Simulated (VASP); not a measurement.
# MgS (I4mm) in VASP: a series of runs

MgS is run at these levels: r2SCAN; tasks: single point.

Everything below comes from runs of VASP 6.6.1. Logs are shortened: lines on timing, memory, paths and dates and some standing lists are left out, and cuts for length are marked.

## (1) The cell of the first run

The structure is tetragonal, space group I4mm (No. 107). Conventional cell: a = 3.679 Å, b = 3.679 Å, c = 5.255 Å, α = 90.00°, β = 90.00°, γ = 90.00°. S (site symmetry 4mm) has 6 Mg at 2.58 to 2.68 Å within 3.4 Å. Mg (site symmetry 4mm) has 6 S at 2.58 to 2.68 Å within 3.4 Å.

## (2) Single point, r2SCAN (last atom moved by 0.05 Å along z, cell strained by +1.0% along z)

INCAR

```
  METAGGA = R2SCAN
  ISMEAR = 0
  SIGMA = 0.03
  LWAVE = False
  LCHARG = False
  ISIF = 2
  PREC = Accurate
  LASPH = True
  LREAL = False
  ALGO = Normal
  EDIFF = 1E-6
  NELM = 120
  GGA_COMPAT = False
  ENCUT = 340
  EFERMI = MIDGAP
  LMIXTAU = True
  NBANDS = 14
```

KPOINTS

```
Automatic mesh
0
Gamma
  7 7 7
  0 0 0
```

POSCAR

```
MgS
1.0
    0.0000000000      2.6016500000      2.6276665000
    2.6016500000      0.0000000000      2.6276665000
    2.6016500000      2.6016500000      0.0000000000
S Mg
1 1
Direct
    0.5000000000      0.5000000000      0.5000000000
    0.0096092900      0.0096092900     -0.0096092900
```

Potentials or basis: VASP PAW PBE potentials, release 64 (S, Mg).

Run with:

```console
$ cat potpaw_PBE.64/S/POTCAR potpaw_PBE.64/Mg/POTCAR > POTCAR
$ mpirun -np 1 vasp_std > vasp.out
```

OUTCAR:

```text
METAGGA = R2SCAN
   ISMEAR = 0
   ISIF = 2
   PREC = Accurate
   LASPH = True
   LREAL = False
   EDIFF = 1E-6
   NELM = 120
   ENCUT = 340
   EFERMI = MIDGAP

 Found     40 irreducible k-points:

 Following reciprocal coordinates:
            Coordinates               Weight
  0.000000  0.000000  0.000000      1.000000
  0.142857  0.000000  0.000000      8.000000
  0.285714  0.000000  0.000000      8.000000
  0.428571  0.000000  0.000000      8.000000
  0.142857  0.142857  0.000000      2.000000
  0.285714  0.142857  0.000000      8.000000
   k-points           NKPTS =     40   k-points in BZ     NKDIM =     40   number of bands    NBANDS=     14
   number of dos      NEDOS =    301   number of ions     NIONS =      2
   total plane-waves  NPLWV =  13824
   dimension x,y,z NGX =    24 NGY =   24 NGZ =   24
   dimension x,y,z NGXF=    48 NGYF=   48 NGZF=   48
   ions per type =               1   1
   NGX,Y,Z   is equivalent  to a cutoff of  10.79, 10.79, 10.84 a.u.
   NGXF,Y,Z  is equivalent  to a cutoff of  21.58, 21.58, 21.69 a.u.
 SYSTEM =  unknown system
   PREC   = accura    normal or accurate (medium, high low for compatibility)
   ISTART =      0    job   : 0-new  1-cont  2-samecut
   ICHARG =      2    charge: 1-file 2-atom 10-const
   ISPIN  =      1    spin polarized calculation?
   LNONCOLLINEAR =      F non collinear calculations
   LSORBIT =      F    spin-orbit coupling
   LASPH  =      T    aspherical Exc in radial PAW
   ENCUT  =  340.0 eV  24.99 Ry    5.00 a.u.   5.56  5.56  5.53*2*pi/ulx,y,z
   NELM   =    120;   NELMIN=  2; NELMDL= -5     # of ELM steps
   EDIFF  = 0.1E-05   stopping-criterion for ELM
   LREAL  =      F    real-space projection
   EDIFFG = 0.1E-04   stopping-criterion for IOM
   NSW    =      0    number of steps for IOM
   IBRION =     -1    ionic relax: 0-MD 1-quasi-New 2-CG
   NFREE  =      0    steps in history (QN), initial steepest desc. (CG)
   ISIF   =      2    stress and relaxation
   ISYM   =      2    0-nonsym 1-usesym 2-fastsym
   POTIM  = 0.5000    time-step for ionic-motion
   TEBEG  =    0.0;   TEEND  =   0.0 temperature during run

   SCALEE = 1.0000    scale energy and forces
   PSTRESS=    0.0 pullay stress
   NELECT =       8.0000    total number of electrons
   NUPDOWN=      -1.0000    fix difference up-down
   EMIN   =  10.00;   EMAX   =-10.00  energy-range for DOS
   EFERMI =   0.00;   METHOD = MIDGAP
   ISMEAR =     0;   SIGMA  =   0.03  broadening in eV -4-tet -1-fermi 0-gaus
   EFERMI_NEDOS =   21; number of points for ismear=-14 and -15
   IALGO  =     38    algorithm
   IMIX   =      4    mixing-type and parameters
     AMIX     =   0.40;   BMIX     =  1.00
     AMIX_MAG =   1.60;   BMIX_MAG =  1.00
  volume/ion in A,a.u.               =      17.79       120.02
  Fermi-wavevector in a.u.,A,eV,Ry     =   0.995571  1.881356 13.485568  0.991161
  Thomas-Fermi vector in A             =   2.127600
   LORBIT       =      0    0 simple, 1 ext, 2 COOP (PROOUT), +10 PAW based schemes
   METAGGA = R2SCAN    functional components
   LHFCALC =     F    Hartree Fock is set to
   AEXX    =    0.0000 exact exchange contribution
   IVDW    =     0    specifies the selected vdW correction
   LEPSILON=     F    determine dielectric tensor
   LRPA    =     F    only Hartree local field effects (RPA)

   CSHIFT  =0.1000    complex shift for real part using Kramers Kronig

   OMEGAMAX=  -1.0    maximum frequency
 non-spin polarized calculation
 Gauss-broadening in eV      SIGMA  =   0.03
  energy-cutoff  :      340.00
  volume of cell :       35.57
 maximum number of plane-waves:       531
 NGX is ok and might be reduce to    24
   NGX = 11   NGY = 11   NGZ = 11

 number of electron       8.0000000 magnetization

 Free energy of the ion-electron system (eV)
  ---------------------------------------------------
  ext. energy  EPLUGINS =         0.00000000
  ---------------------------------------------------
  free energy    TOTEN  =       -15.50332763 eV

  energy without entropy =      -15.50332763  energy(sigma->0) =      -15.50332763

 E-fermi :   5.2235     XC(G=0): -10.0442

 val. band max:        3.4287073000   @ k =   0.0000   0.0000   0.0000
 cond. band min:       7.0182391967   @ k =   0.4286   0.0000   0.4286
 fundamental gap:      3.5895318966
 Fermi energy:         5.2234732483

 k-point     1 :       0.0000    0.0000    0.0000
  band No.  band energies     occupation
      1      -9.7207      2.00000
      2       3.3905      2.00000
      3       3.3905      2.00000
      4       3.4287      2.00000
      5       7.9364      0.00000
      6      11.8760      0.00000
      7      11.9774      0.00000
      8      11.9774      0.00000
      9      14.2766      0.00000
     10      14.4088      0.00000
     11      16.9161      0.00000
     12      17.4404      0.00000
     13      17.7419      0.00000
     14      17.7419      0.00000

 k-point     2 :       0.1429    0.0000    0.0000
  band No.  band energies     occupation
      1      -9.5228      2.00000
      2       2.1557      2.00000
      3       3.2654      2.00000
      4       3.2783      2.00000
      5       8.8316      0.00000
      6      11.6597      0.00000
      7      12.1857      0.00000
      8      12.2716      0.00000
      9      13.6532      0.00000
     10      13.7343      0.00000
     11      17.0016      0.00000
     12      18.8053      0.00000
     13      19.2233      0.00000
     14      19.4253      0.00000

 k-point     3 :       0.2857    0.0000    0.0000
  band No.  band energies     occupation
      1      -9.0115      2.00000
      2       0.1555      2.00000
      3       3.0018      2.00000
      4       3.0141      2.00000
      5       8.9934      0.00000
      6      11.5479      0.00000
      7      11.6634      0.00000
      8      12.9591      0.00000
      9      14.8507      0.00000
     10      14.8613      0.00000
     11      16.1087      0.00000
     12      22.3612      0.00000
     13      22.6142      0.00000
     14      22.8053      0.00000

 k-point     4 :       0.4286    0.0000    0.0000
  band No.  band energies     occupation
      1      -8.5004      2.00000
      2      -1.2190      2.00000
      3       2.8067      2.00000
      4       2.8361      2.00000
      5       8.6558      0.00000
      6      10.9320      0.00000
      7      11.0359      0.00000
      8      14.4286      0.00000
      9      16.2597      0.00000
     10      17.3943      0.00000
     11      17.4651      0.00000
     12      21.2145      0.00000
     13      21.2821      0.00000
     14      22.1852      0.00000

 k-point     5 :       0.1429    0.1429    0.0000
  band No.  band energies     occupation
      1      -9.4623      2.00000
      2       2.2482      2.00000
      3       2.9916      2.00000
      4       2.9916      2.00000
      5       9.2440      0.00000
      6      10.7651      0.00000
      7      12.2142      0.00000
      8      12.8700      0.00000
      9      12.8700      0.00000
     10      14.7503      0.00000
     11      18.4064      0.00000
     12      18.4064      0.00000
     13      18.9212      0.00000
     14      19.7264      0.00000

 k-point     6 :       0.2857    0.1429    0.0000
  band No.  band energies     occupation
      1      -9.0596      2.00000
      2       0.7577      2.00000
      3       2.6685      2.00000
      4       2.6741      2.00000
      5       9.5856      0.00000
      6      10.7628      0.00000
      7      11.3500      0.00000
      8      12.9227      0.00000
      9      14.4391      0.00000
     10      15.5950      0.00000
     11      17.9062      0.00000
     12      20.4352      0.00000
     13      21.8465      0.00000
     14      22.5936      0.00000

 [... further k-points ...]

------------------------ aborting loop because EDIFF is reached ----------------------------------------

  FORCE on cell =-STRESS in cart. coord.  units (eV):
  Direction    XX          YY          ZZ          XY          YZ          ZX
  --------------------------------------------------------------------------------------
  -------------------------------------------------------------------------------------
  Total       -0.2022392     -0.2022392     -0.3508963      0.0000000      0.0000000     -0.0000000
  in kB       -9.1091520     -9.1091520    -15.8048889      0.0000000      0.0000000     -0.0000000
  external PRESSURE =     -11.3410643 kB  Pullay stress =       0.0000000 kB

 VOLUME and BASIS-vectors are now :
 -----------------------------------------------------------------------------
  energy-cutoff  :      340.00
  volume of cell :       35.57
      direct lattice vectors                 reciprocal lattice vectors
     0.000000000  2.601650000  2.627666500    -0.192185728  0.192185728  0.190282899
     2.601650000  0.000000000  2.627666500     0.192185728 -0.192185728  0.190282899
     2.601650000  2.601650000  0.000000000     0.192185728  0.192185728 -0.190282899

 POSITION                                       TOTAL-FORCE (eV/Angst)
 -----------------------------------------------------------------------------------
      2.60165      2.60165      2.62767         0.000000      0.000000      0.115164
      2.60165      2.60165      0.05050         0.000000      0.000000     -0.115164
 -----------------------------------------------------------------------------------
    total drift:                                0.000000      0.000000      0.003498

  FREE ENERGIE OF THE ION-ELECTRON SYSTEM (eV)
  ---------------------------------------------------
  free  energy   TOTEN  =       -15.5033276275 eV

  energy  without entropy=      -15.5033276275  energy(sigma->0) =      -15.50332763
```

It took 90 s on 1 thread of Intel Xeon Platinum 8259CL at 2.50GHz (Skylake/Cascade Lake), shared host; peak memory 0.14 GiB.

Results:

* Free energy: -15.5033 eV
* Pressure: -1.1 GPa
* Largest force: 0.115 eV/Å
* Band gap on the k mesh: 3.59 eV (least direct gap 4.51 eV)

Forces on the atoms (eV/Å):
```
S    0.000  0.000  0.115
Mg   0.000  0.000 -0.115
```

Stress tensor (GPa, compression positive):
```
-0.91  0.00  0.00
 0.00 -0.91  0.00
 0.00  0.00 -1.58
```

Caveat: the cell differs from its parent crystal (last atom moved by 0.05 Å along z, cell strained by +1.0% along z); the PAW data sets were made with another functional, which shifts forces and pressure a little; an odd mesh through Γ misses points on the zone boundary, where band edges can lie.

## (3) Single point, r2SCAN (last atom moved by 0.05 Å along z, cell strained by +1.0% along z)

INCAR, as its differences from that of step 2:

```diff
@@ -10,8 +10,8 @@
   ALGO = Normal
-  EDIFF = 1E-6
+  EDIFF = 1E-7
   NELM = 120
   GGA_COMPAT = False
-  ENCUT = 340
+  ENCUT = 690
   EFERMI = MIDGAP
   LMIXTAU = True
-  NBANDS = 14
+  NBANDS = 24
```

KPOINTS

```
Automatic mesh
0
Gamma
  14 14 14
  0 0 0
```

POSCAR is that of step 2.

Potentials or basis: VASP PAW PBE potentials, release 64 (S, Mg).

Run with:

```console
$ cat potpaw_PBE.64/S/POTCAR potpaw_PBE.64/Mg/POTCAR > POTCAR
$ mpirun -np 1 vasp_std > vasp.out
```

OUTCAR:

```text
METAGGA = R2SCAN
   ISMEAR = 0
   ISIF = 2
   PREC = Accurate
   LASPH = True
   LREAL = False
   EDIFF = 1E-7
   NELM = 120
   ENCUT = 690
   EFERMI = MIDGAP

 ion  position               nearest neighbor table
   1  0.500  0.500  0.500-   2 2.58   2 2.60   2 2.60   2 2.60   2 2.60   2 2.68
   2  0.010  0.010  0.990-   1 2.58   1 2.60   1 2.60   1 2.60   1 2.60   1 2.68

  LATTYP: Found a body centered tetragonal cell.
 ALAT       =     3.6792887145
 C/A-ratio  =     1.4283556980

  Lattice vectors:

[... 652 lines left out ...]

  FORCE on cell =-STRESS in cart. coord.  units (eV):
  Direction    XX          YY          ZZ          XY          YZ          ZX
  --------------------------------------------------------------------------------------
  -------------------------------------------------------------------------------------
  Total       -0.2041558     -0.2041558     -0.3539810      0.0000000      0.0000000     -0.0000000
  in kB       -9.1954789     -9.1954789    -15.9438255      0.0000000      0.0000000     -0.0000000
  external PRESSURE =     -11.4449277 kB  Pullay stress =       0.0000000 kB

 VOLUME and BASIS-vectors are now :
 -----------------------------------------------------------------------------
  energy-cutoff  :      690.00
  volume of cell :       35.57
      direct lattice vectors                 reciprocal lattice vectors
     0.000000000  2.601650000  2.627666500    -0.192185728  0.192185728  0.190282899
     2.601650000  0.000000000  2.627666500     0.192185728 -0.192185728  0.190282899
     2.601650000  2.601650000  0.000000000     0.192185728  0.192185728 -0.190282899

 POSITION                                       TOTAL-FORCE (eV/Angst)
 -----------------------------------------------------------------------------------
      2.60165      2.60165      2.62767         0.000000      0.000000      0.116282
      2.60165      2.60165      0.05050         0.000000      0.000000     -0.116282
 -----------------------------------------------------------------------------------
    total drift:                               -0.000000     -0.000000     -0.001334

  FREE ENERGIE OF THE ION-ELECTRON SYSTEM (eV)
  ---------------------------------------------------
  free  energy   TOTEN  =       -15.5062061143 eV

  energy  without entropy=      -15.5062061143  energy(sigma->0) =      -15.50620611
```

OSZICAR:

```text
N       E                     dE             d eps       ncg     rms          rms(c)
DAV:   1     0.191048202949E+02    0.19105E+02   -0.38570E+03 11784   0.355E+02
DAV:   2    -0.156017093307E+02   -0.34707E+02   -0.32749E+02 15248   0.774E+01
DAV:   3    -0.171057641333E+02   -0.15041E+01   -0.14960E+01 15208   0.143E+01
[... 12 lines left out ...]
DAV:  16    -0.155062061254E+02   -0.57214E-05   -0.16927E-06 12824   0.789E-03    0.693E-03
DAV:  17    -0.155062055901E+02    0.53525E-06   -0.26538E-07 14544   0.295E-03    0.391E-03
DAV:  18    -0.155062064034E+02   -0.81327E-06   -0.12111E-07 13096   0.217E-03    0.224E-03
DAV:  19    -0.155062060569E+02    0.34650E-06   -0.10763E-08  9640   0.424E-04    0.885E-04
DAV:  20    -0.155062061143E+02   -0.57415E-07   -0.23592E-09  7464   0.290E-04
   1 F= -.15506206E+02 E0= -.15506206E+02  d E =0.000000E+00
```

stdout:

```text
POSCAR found type information on POSCAR S Mg
 POSCAR found :  2 types and       2 ions
 scaLAPACK will be used
 -----------------------------------------------------------------------------
|                                                                             |
|                                                                             |
|     You enforced a specific xc type in the INCAR file but a different       |
|     I HOPE YOU KNOW WHAT YOU ARE DOING!                                     |
|                                                                             |
 -----------------------------------------------------------------------------

 LDA part: xc-table for (None), standard interpolation
 POSCAR, INCAR and KPOINTS ok, starting setup
 FFT: planning ... GRIDC
 FFT: planning ... GRID_SOFT
 FFT: planning ... GRID
 WAVECAR not read
 entering main loop
```

Wall time 17 min (1 thread of Intel Xeon Platinum 8259CL at 2.50GHz (Skylake/Cascade Lake), shared host); peak memory 0.38 GiB.

What came out:

| Item | Value |
| --- | --- |
| Free energy | -15.5062 eV |
| Pressure | -1.1 GPa |
| Largest force | 0.116 eV/Å |
| Band gap on the k mesh | 3.37 eV (least direct gap 4.51 eV) |

Forces in eV/Å, atoms in the order of the input:
```
S    0.000  0.000  0.116
Mg   0.000  0.000 -0.116
```

Stress tensor (GPa, compression positive):
```
-0.92  0.00  0.00
 0.00 -0.92  0.00
 0.00  0.00 -1.59
```

Levels at points of the mesh, in eV from the valence-band top:
| k point | band 1 | band 2 | band 3 | band 4 | band 5 | band 6 | band 7 | band 8 | band 9 |
| --- | --- | --- | --- | --- | --- | --- | --- | --- | --- |
| (0.00, 0.00, 0.00) | -13.15 | -0.04 | -0.04 | 0.00 | 4.51 | 8.45 | 8.55 | 8.55 | 10.84 |
| (0.50, 0.00, 0.00) | -11.84 | -4.85 | -0.65 | -0.62 | 5.18 | 7.42 | 7.52 | 11.09 | 13.15 |
| (0.50, 0.50, 0.00) | -11.49 | -4.25 | -1.70 | -1.70 | 3.43 | 4.96 | 12.94 | 13.42 | 14.45 |
| (0.50, 0.00, 0.50) | -11.45 | -4.24 | -1.79 | -1.70 | 3.37 | 4.92 | 13.05 | 13.44 | 14.25 |

Caveat: the cell differs from its parent crystal (last atom moved by 0.05 Å along z, cell strained by +1.0% along z); the PAW data sets were made with another functional, which shifts forces and pressure a little.
